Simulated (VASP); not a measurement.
# CdS (R3m) in VASP: G0W0 quasiparticle levels with PBE

Aim: the G0W0 quasiparticle levels of CdS with PBE.

Program: VASP 6.6.1. These are calculated values, not measurements. Logs are shortened: lines on timing, memory, paths and dates and some standing lists are left out, and cuts for length are marked.

## (1) The cell of the first run

The structure is trigonal, space group R3m (No. 160). The conventional cell has a = 4.281 Å, b = 4.281 Å, c = 9.907 Å, α = 90.00°, β = 90.00°, γ = 120.00°. Within 3.4 Å of Cd (site symmetry 3m) lie 4 S at 2.56 to 2.58 Å. Within 3.4 Å of S (site symmetry 3m) lie 4 Cd at 2.56 to 2.58 Å.

## (2) G0W0 quasiparticle levels, PBE

Contents of POSCAR:

```
CdS
1.0
   -0.1117411467      2.9156501417      2.9156501417
    2.9156501417     -0.1117411467      2.9156501417
    2.9156501417      2.9156501417     -0.1117411467
Cd S
1 1
Direct
   -0.0041322024     -0.0041322024     -0.0041322024
    0.2541322024      0.2541322024      0.2541322024
```

Contents of INCAR.step1:

```
PREC = Accurate
ENCUT = 500
EDIFF = 1E-8
ISMEAR = 0
SIGMA = 0.01
LREAL = False
LASPH = True
NELM = 100
ALGO = Normal
LWAVE = True
LCHARG = False
GGA = PE
```

Contents of INCAR.step2:

```
PREC = Accurate
ENCUT = 500
EDIFF = 1E-8
ISMEAR = 0
SIGMA = 0.01
LREAL = False
LASPH = True
NELM = 1
ALGO = Exact
LWAVE = True
LCHARG = False
GGA = PE
NBANDS = 227
LOPTICS = True
ISTART = 1
```

Contents of INCAR.step3:

```
PREC = Accurate
ENCUT = 500
EDIFF = 1E-8
ISMEAR = 0
SIGMA = 0.01
LREAL = False
LASPH = True
ALGO = EVGW0
LWAVE = False
LCHARG = False
GGA = PE
NELMGW = 1
NBANDS = 227
ENCUTGW = 150.0
NOMEGA = 96
PRECFOCK = Fast
ISTART = 1
NBANDSGW = 17
OMEGAMAX = 30
```

Contents of KPOINTS:

```
Automatic mesh
0
Gamma
  4 4 4
```

Potentials or basis: VASP PAW PBE potentials, release 64 (Cd_GW, S_GW).

Run with:

```console
> cat potpaw_PBE.64/Cd_GW/POTCAR potpaw_PBE.64/S_GW/POTCAR > POTCAR
> cp INCAR.step1 INCAR
> mpirun -np 1 vasp_std > vasp.out
> cp INCAR.step2 INCAR
> mpirun -np 1 vasp_std > vasp.out
> cp INCAR.step3 INCAR
> mpirun -np 1 vasp_std > vasp.out
```

OUTCAR:

```text
PREC = Accurate
   ENCUT = 500
   EDIFF = 1E-8
   ISMEAR = 0
   LREAL = False
   LASPH = True
   GGA = PE
   NELMGW = 1
   ENCUTGW = 150.0
   PRECFOCK = Fast
   ISTART = 1

 ion  position               nearest neighbor table
   1  0.996  0.996  0.996-   2 2.56   2 2.58   2 2.58   2 2.58
   2  0.254  0.254  0.254-   1 2.56   1 2.58   1 2.58   1 2.58

  LATTYP: Found a trigonal (rhomboedric) cell.
 ALAT       =     4.1248657653
 COS(alpha) =     0.4613365928

  Lattice vectors:

 A1 = (  -0.1117411467,   2.9156501417,   2.9156501417)
 A2 = (   2.9156501417,  -0.1117411467,   2.9156501417)
 A3 = (   2.9156501417,   2.9156501417,  -0.1117411467)

Analysis of symmetry for initial positions (statically):
=====================================================================
 Subroutine PRICEL returns:
 Original cell was already a primitive cell.

 Routine SETGRP: Setting up the symmetry group for a
 trigonal (rhombohedral) supercell.

 Subroutine GETGRP returns: Found  6 space group operations
 (whereof  6 operations were pure point group operations)
 out of a pool of 12 trial point group operations.

The static configuration has the point symmetry C_3v.

Analysis of symmetry for dynamics (positions and initial velocities):
=====================================================================
 Subroutine PRICEL returns:
 Original cell was already a primitive cell.

 Routine SETGRP: Setting up the symmetry group for a
 trigonal (rhombohedral) supercell.

 Subroutine GETGRP returns: Found  6 space group operations
 (whereof  6 operations were pure point group operations)
 out of a pool of 12 trial point group operations.

The dynamic configuration has the point symmetry C_3v.

 Subroutine INISYM returns: Found  6 space group operations
 (whereof  6 operations are pure point group operations),
 and found     1 'primitive' translations

----------------------------------------------------------------------------------------

                                     Primitive cell

  volume of cell :      52.4203
[... 50 lines left out ...]
  0.500000  0.250000 -0.000000     12.000000
 -0.250000  0.250000  0.000000      6.000000
  0.500000  0.500000 -0.000000      3.000000
  0.250000  0.250000  0.250000      2.000000
  0.500000  0.250000  0.250000      6.000000
 -0.250000  0.250000  0.250000      6.000000
  0.500000  0.500000  0.250000      6.000000
 -0.250000  0.500000  0.250000      6.000000
  0.500000  0.500000  0.500000      1.000000
   k-points           NKPTS =     13   k-points in BZ     NKDIM =     64   number of bands    NBANDS=    227
   number of dos      NEDOS =    301   number of ions     NIONS =      2
   total plane-waves  NPLWV =  27000
   dimension x,y,z NGX =    30 NGY =   30 NGZ =   30
   dimension x,y,z NGXF=    60 NGYF=   60 NGZF=   60
   ions per type =               1   1
   NGX,Y,Z   is equivalent  to a cutoff of  12.09, 12.09, 12.09 a.u.
   NGXF,Y,Z  is equivalent  to a cutoff of  24.18, 24.18, 24.18 a.u.
 SYSTEM =  unknown system
   PREC   = accura    normal or accurate (medium, high low for compatibility)
   ISTART =      1    job   : 0-new  1-cont  2-samecut
   ICHARG =      0    charge: 1-file 2-atom 10-const
   ISPIN  =      1    spin polarized calculation?
   LNONCOLLINEAR =      F non collinear calculations
   LSORBIT =      F    spin-orbit coupling
   LASPH  =      T    aspherical Exc in radial PAW
   ENCUT  =  500.0 eV  36.75 Ry    6.06 a.u.   7.52  7.52  7.52*2*pi/ulx,y,z
   NELM   =     60;   NELMIN=  2; NELMDL=  0     # of ELM steps
   EDIFF  = 0.1E-07   stopping-criterion for ELM
   LREAL  =      F    real-space projection
   EDIFFG = 0.1E-06   stopping-criterion for IOM
   NSW    =      0    number of steps for IOM
   IBRION =     -1    ionic relax: 0-MD 1-quasi-New 2-CG
   NFREE  =      0    steps in history (QN), initial steepest desc. (CG)
   ISIF   =      0    stress and relaxation
   ISYM   =      3    0-nonsym 1-usesym 2-fastsym
   POTIM  = 0.5000    time-step for ionic-motion
   TEBEG  =    0.0;   TEEND  =   0.0 temperature during run
   PSTRESS=    0.0 pullay stress
   NELECT =      18.0000    total number of electrons
   NUPDOWN=      -1.0000    fix difference up-down
   EMIN   =  10.00;   EMAX   =-10.00  energy-range for DOS
   EFERMI =   0.00;   METHOD = LEGACY
   ISMEAR =     0;   SIGMA  =   0.01  broadening in eV -4-tet -1-fermi 0-gaus
   EFERMI_NEDOS =   21; number of points for ismear=-14 and -15
   IALGO  =     38    algorithm
   IMIX   =      4    mixing-type and parameters
     AMIX     =   0.40;   BMIX     =  1.00
     AMIX_MAG =   1.60;   BMIX_MAG =  1.00
  volume/ion in A,a.u.               =      26.21       176.87
  Fermi-wavevector in a.u.,A,eV,Ry     =   1.146390  2.166363 17.880917  1.314210
  Thomas-Fermi vector in A             =   2.283075
   LORBIT       =      0    0 simple, 1 ext, 2 COOP (PROOUT), +10 PAW based schemes
   GGA     = PE    functional components
   LHFCALC =     T    Hartree Fock is set to
   PRECFOCK=fast      Normal, Fast or Accurate (Low or Medium for compatibility)
   ENCUT4O =  -1.0   cutoff for four orbital integrals eV
   NKREDX  =     1    reduce k-point grid by
   NKREDY  =     1    reduce k-point grid by
   NKREDZ  =     1    reduce k-point grid by
   AEXX    =    1.0000 exact exchange contribution
   HFSCREEN=    0.0000 screening length (either q_TF or 0.3 A-1)
   HFSCREENC=   0.0000 screening length for correlation (either q_TF or 0.3 A-1)
   ENCUTFOCK=  -1.0 apply spherical cutoff to Coloumb kernel
   IVDW    =     0    specifies the selected vdW correction
   LEPSILON=     F    determine dielectric tensor
   LRPA    =     F    only Hartree local field effects (RPA)
   LRPAFORCE           =     F    calculate RPA forces
   ENCUTGW             = 150.0    cutoff for response function in eV
   ENCUTGWSOFT         = 120.0    soft cutoff for Coulomb kernel in GW response function in eV
   ENCUTLF             =  -1.0    cutoff for local field effects
   NELMGW              =     1    number of iterations in solving QP/BSE equation
   NELMHF              =     1    number of iterations in the inner HF iteration
   NKREDLFX            =     1    NKREDLFY  =   1   NKREDLFZ  =   1
 non-spin polarized calculation
 Gauss-broadening in eV      SIGMA  =   0.01
  energy-cutoff  :      500.00
  volume of cell :       52.42
 maximum number of plane-waves:      1350
  NGX = 18; NGY = 18; NGZ = 18
   NGX = 15   NGY = 15   NGZ = 15
 maximum number of plane-waves:       224
 NGX is ok and might be reduce to    18

 QP shifts <psi_nk| G(iteration)W_0 |psi_nk>: iteration 1
 for sc-GW calculations column KS-energies equals QP-energies in previous step
 and V_xc(KS)=  KS-energies - (<T + V_ion + V_H > + <T+V_H+V_ion>^1  + <V_x>^1)

 k-point   1 :       0.0000    0.0000    0.0000
  band No.  KS-energies  QP-energies   sigma(KS)   V_xc(KS)     V^pw_x(r,r')   Z            occupation Imag(sigma)

      1      -9.8872     -10.3059     -13.6802     -12.9873     -20.8415       0.6042       2.0000       1.1120
      2      -5.4251      -7.2718     -17.8485     -15.1696     -22.9245       0.6894       2.0000       0.2266
      3      -5.4251      -7.2718     -17.8485     -15.1696     -22.9245       0.6894       2.0000       0.2266
      4      -5.3985      -7.2566     -17.9266     -15.2357     -23.0109       0.6905       2.0000       0.2276
      5      -5.0163      -6.9861     -18.3151     -15.4962     -23.2508       0.6988       2.0000       0.1605
      6      -5.0163      -6.9861     -18.3151     -15.4962     -23.2508       0.6988       2.0000       0.1605
[... 248 lines left out ...]
      3      -5.3192      -7.1870     -17.9472     -15.2464     -22.9957       0.6916       2.0000       0.2171
      4      -4.9739      -6.9478     -18.3801     -15.5598     -23.3344       0.6999       2.0000       0.1643
      5      -4.9739      -6.9478     -18.3801     -15.5598     -23.3344       0.6999       2.0000       0.1643
      6      -4.6170      -6.4730     -18.2067     -15.5566     -23.1644       0.7003       2.0000       0.2095
[... 9 lines left out ...]
     16      14.4528      14.8621     -10.0710     -10.6216      -4.4875       0.7433       0.0000      -0.4474
     17      15.7192      16.0693      -9.7133     -10.1790      -3.9300       0.7518       0.0000      -0.6313
```

OUTCAR.step2:

```text
PREC = Accurate
   ENCUT = 500
   EDIFF = 1E-8
   ISMEAR = 0
   LREAL = False
[... 854 lines left out ...]
     0.00000    12.01978    12.01978    12.01978     0.46792     0.46792     0.46792
     1.85543     5.43051     5.43051     5.43051     0.05133     0.05133     0.05133
     3.71086     2.10278     2.10278     2.10278    -0.66636    -0.66636    -0.66636
     5.56629    -4.04490    -4.04490    -4.04490     0.78435     0.78435     0.78435
     7.42173    -2.91316    -2.91316    -2.91316     0.28739     0.28739     0.28739
     9.27716    -1.10124    -1.10124    -1.10124     0.10334     0.10334     0.10334
[... 92 lines left out ...]
   181.83230     0.98117     0.98117     0.98117    -0.00001    -0.00001    -0.00001
   183.68773     0.98159     0.98159     0.98159    -0.00001    -0.00001    -0.00001
```

It took 10 min on 1 thread of Intel Xeon 8259CL, shared host; peak memory 0.73 GiB.

What came out:

```
Quasiparticle gap                                   : 1.64 eV
Least direct quasiparticle gap                      : 1.64 eV
Band gap of the starting levels on the mesh         : 0.88 eV
Least direct gap of the starting levels on the mesh : 0.88 eV
```

Caveat: the k points lie up to 0.45 Å⁻¹ apart; bands, screening cutoff and mesh are small and nothing is extrapolated, so the quasiparticle values aren't converged; the structure was generated, so it needn't be the stable form of CdS.
